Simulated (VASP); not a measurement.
# Cu in VASP: further runs, part 2 of 2

VASP 6.6.1. Earlier steps stand in the parts before.

## Step 4: Single point, r2SCAN+D3(BJ)

This run uses another cell than the first one, of 11.73 Å³/atom, 0.993 times its volume.

The input, POSCAR:

```
Cu
1.0
    0.0000000000      1.8075000000      1.7954500000
    1.8075000000      0.0000000000      1.7954500000
    1.8075000000      1.8075000000      0.0000000000
Cu
1
Direct
    0.0000000000      0.0000000000      0.0000000000
```

The input, INCAR.step1:

```
PREC = Accurate ; ENCUT = 520
ISMEAR = -1 ; SIGMA = 0.1
LREAL = F ; LASPH = T
NELM = 100 ; NBANDS = 12
GGA = PE ; ALGO = Normal
EDIFF = 1E-4 ; LWAVE = T
LCHARG = F
```

The input, INCAR.step2:

```
PREC = Accurate ; ENCUT = 520
EDIFF = 1E-7 ; ISMEAR = -1
SIGMA = 0.1 ; LREAL = F
LASPH = T ; NELM = 100
ALGO = Normal ; ISIF = 2
LWAVE = F ; LCHARG = F
METAGGA = R2SCAN ; LMIXTAU = T
IVDW = 12 ; NBANDS = 12
VDW_S6 = 1.0 ; VDW_S8 = 0.78981345
VDW_A1 = 0.49484001 ; VDW_A2 = 5.73083694
ISTART = 1
```

The input, KPOINTS:

```
regular mesh
0
Gamma
  16 16 16
```

Run with:

```console
> cat potpaw_PBE.64/Cu/POTCAR > POTCAR
> cp INCAR.step1 INCAR
> mpirun -np 1 vasp_std > vasp.out
> cp INCAR.step2 INCAR
> mpirun -np 1 vasp_std > vasp.out
```

Run time: 2.5 min. Hardware: 1 thread of Intel Xeon Platinum 8488C (Sapphire Rapids), shared host; peak memory 0.17 GiB.

It converged, with:

| Quantity | Value |
| --- | --- |
| Free energy | -11.1054 eV |
| Pressure | -7.0 GPa |
| Dispersion energy per atom | -0.276 eV |

Stress tensor (GPa, compression positive):
```
-7.08  0.00  0.00
 0.00 -7.08  0.00
 0.00  0.00 -6.77
```

Levels at points of the mesh, in eV from the Fermi level:
```csv
k point,band 4,band 5,band 6,band 7,band 8,band 9
"(0.00, 0.00, 0.00)",-3.11,-2.33,-2.29,23.46,26.54,26.54
"(0.50, 0.00, 0.00)",-1.72,-1.71,-1.04,4.03,21.95,23.16
"(0.50, 0.50, 0.00)",-1.56,-1.56,1.71,7.63,13.73,13.73
"(0.50, 0.00, 0.50)",-1.57,-1.55,1.55,7.44,13.89,13.90
```

Caveat: three body term missing; the PAW data sets were made with another functional, which shifts forces and pressure a little; pairwise dispersion overbinds metals, which lowers pressure and volume.

## Step 5: Single point, r2SCAN+D3(BJ)

This run uses another cell than the first one, of 11.77 Å³/atom, 0.997 times its volume.

The input, POSCAR:

```
Cu
1.0
    0.0000000000      1.8075000000      1.8014750000
    1.8075000000      0.0000000000      1.8014750000
    1.8075000000      1.8075000000      0.0000000000
Cu
1
Direct
    0.0000000000      0.0000000000      0.0000000000
```

The input, INCAR.step1:

```
SYSTEM = Cu
PREC = Accurate
ENCUT = 520
ISMEAR = -1
SIGMA = 0.1
LREAL = .FALSE.
LASPH = .TRUE.
NELM = 80
NBANDS = 12
GGA = PE
ALGO = Normal
EDIFF = 1E-4
LWAVE = .TRUE.
LCHARG = .FALSE.
```

The input, INCAR.step2:

```
SYSTEM = Cu
PREC = Accurate
ENCUT = 520
EDIFF = 1E-6
ISMEAR = -1
SIGMA = 0.1
LREAL = .FALSE.
LASPH = .TRUE.
NELM = 80
ALGO = Normal
ISIF = 2
LWAVE = .FALSE.
LCHARG = .FALSE.
METAGGA = R2SCAN
LMIXTAU = .TRUE.
IVDW = 12
VDW_S6 = 1.0
VDW_S8 = 0.78981345
VDW_A1 = 0.49484001
VDW_A2 = 5.73083694
NBANDS = 12
ISTART = 1
```

The input, KPOINTS:

```
regular mesh
0
G
  16 16 16
  0 0 0
```

Potentials or basis: VASP PAW PBE potentials, release 64 (Cu).

Run with:

```console
> cat potpaw_PBE.64/Cu/POTCAR > POTCAR
> cp INCAR.step1 INCAR
> mpirun -np 1 vasp_std > vasp.out
> cp INCAR.step2 INCAR
> mpirun -np 1 vasp_std > vasp.out
```

OUTCAR:

```text
SYSTEM = Cu
   PREC = Accurate
   ENCUT = 520
   EDIFF = 1E-6
   ISMEAR = -1
   LREAL = .FALSE.
   LASPH = .TRUE.
   NELM = 80
   ISIF = 2
   METAGGA = R2SCAN
   IVDW = 12
   ISTART = 1
 IVDW          = 12

 ion  position               nearest neighbor table
   1  0.000  0.000  0.000-

  LATTYP: Found a body centered tetragonal cell.
 ALAT       =     2.5561910140
 C/A-ratio  =     1.4094995172

  Lattice vectors:

 A1 = (   0.0000000000,  -1.8075000000,  -1.8014750000)
 A2 = (   0.0000000000,   1.8075000000,  -1.8014750000)
[... 541 lines left out ...]

------------------------ aborting loop because EDIFF is reached ----------------------------------------

 Edisp (eV)   -0.27531

 E8    (eV) :    -0.0922

  FORCE on cell =-STRESS in cart. coord.  units (eV):
  Direction    XX          YY          ZZ          XY          YZ          ZX
  --------------------------------------------------------------------------------------
  -------------------------------------------------------------------------------------
  Total      -0.55004    -0.55004    -0.53820     0.00000    -0.00000     0.00000
  in kB     -74.86665   -74.86665   -73.25552     0.00000    -0.00000     0.00000
  external pressure =      -74.33 kB  Pullay stress =        0.00 kB

 VOLUME and BASIS-vectors are now :
 -----------------------------------------------------------------------------
  energy-cutoff  :      520.00
  volume of cell :       11.77
      direct lattice vectors                 reciprocal lattice vectors
     0.000000000  1.807500000  1.801475000    -0.276625173  0.276625173  0.277550341
     1.807500000  0.000000000  1.801475000     0.276625173 -0.276625173  0.277550341
     1.807500000  1.807500000  0.000000000     0.276625173  0.276625173 -0.277550341

 POSITION                                       TOTAL-FORCE (eV/Angst)
 -----------------------------------------------------------------------------------
      0.00000      0.00000      0.00000        -0.000000      0.000000     -0.000000
 -----------------------------------------------------------------------------------
    total drift:                                0.000000      0.000000      0.000000

  FREE ENERGIE OF THE ION-ELECTRON SYSTEM (eV)
  ---------------------------------------------------
  free  energy   TOTEN  =       -11.1037433698 eV

  energy  without entropy=      -11.0941658266  energy(sigma->0) =      -11.09895460
```

OUTCAR.step1:

```text
SYSTEM = Cu
   PREC = Accurate
   ENCUT = 520
   ISMEAR = -1
   LREAL = .FALSE.
   LASPH = .TRUE.
[... 577 lines left out ...]
 -----------------------------------------------------------------------------------
      0.00000      0.00000      0.00000         0.000000     -0.000000      0.000000
 -----------------------------------------------------------------------------------
    total drift:                                0.000000      0.000000      0.000000

  FREE ENERGIE OF THE ION-ELECTRON SYSTEM (eV)
  ---------------------------------------------------
  free  energy   TOTEN  =        -3.7309866197 eV

  energy  without entropy=       -3.7209958803  energy(sigma->0) =       -3.72599125
```

Run time: 2.4 min. Hardware: 1 thread of Intel Xeon Platinum 8488C (Sapphire Rapids), shared host; peak memory 0.17 GiB.

What came out:

```yaml
Free_energy: -11.1037 eV
Pressure: -7.4 GPa
Dispersion_energy_per_atom: -0.275 eV
```

Stress tensor (GPa, compression positive):
```
-7.49  0.00  0.00
 0.00 -7.49  0.00
 0.00  0.00 -7.33
```

Levels at points of the mesh, in eV from the Fermi level:
| k point | band 4 | band 5 | band 6 | band 7 | band 8 | band 9 |
| --- | --- | --- | --- | --- | --- | --- |
| (0.00, 0.00, 0.00) | -3.11 | -2.31 | -2.29 | 23.43 | 26.49 | 26.49 |
| (0.50, 0.00, 0.00) | -1.71 | -1.71 | -1.03 | 4.01 | 21.94 | 23.16 |
| (0.50, 0.50, 0.00) | -1.56 | -1.56 | 1.66 | 7.54 | 13.76 | 13.76 |
| (0.50, 0.00, 0.50) | -1.56 | -1.55 | 1.58 | 7.45 | 13.84 | 13.84 |

Caveat: three body term missing; the PAW data sets were made with another functional, which shifts forces and pressure a little; pairwise dispersion overbinds metals, which lowers pressure and volume.

## Step 6: Summary

```tsv
cell	gap on the mesh (eV)	pressure (GPa)
a = 2.556 Å, angles 60.0°, 1 atom	none	-7.9
a = 2.543, b = 2.543, c = 2.556 Å, angles 59.8, 59.8, 60.3°, 1 atom	none	-6.5
a = 2.548, b = 2.548, c = 2.556 Å, angles 59.9, 59.9, 60.2°, 1 atom	none	-7.0
a = 2.552, b = 2.552, c = 2.556 Å, angles 59.9, 59.9, 60.1°, 1 atom	none	-7.4
```

Alike in all rows: task single point; level r2SCAN+D3(BJ); potentials or basis VASP PAW PBE potentials, release 64 (Cu); no spin polarisation; k mesh 16 × 16 × 16; cutoff (eV) 520; smearing fermi-dirac 0.1 eV.

Caveats: three body term missing; the PAW data sets were made with another functional, which shifts forces and pressure a little; pairwise dispersion overbinds metals, which lowers pressure and volume.

Total energies depend on the potentials used, so only differences within one code and one set of settings carry meaning.
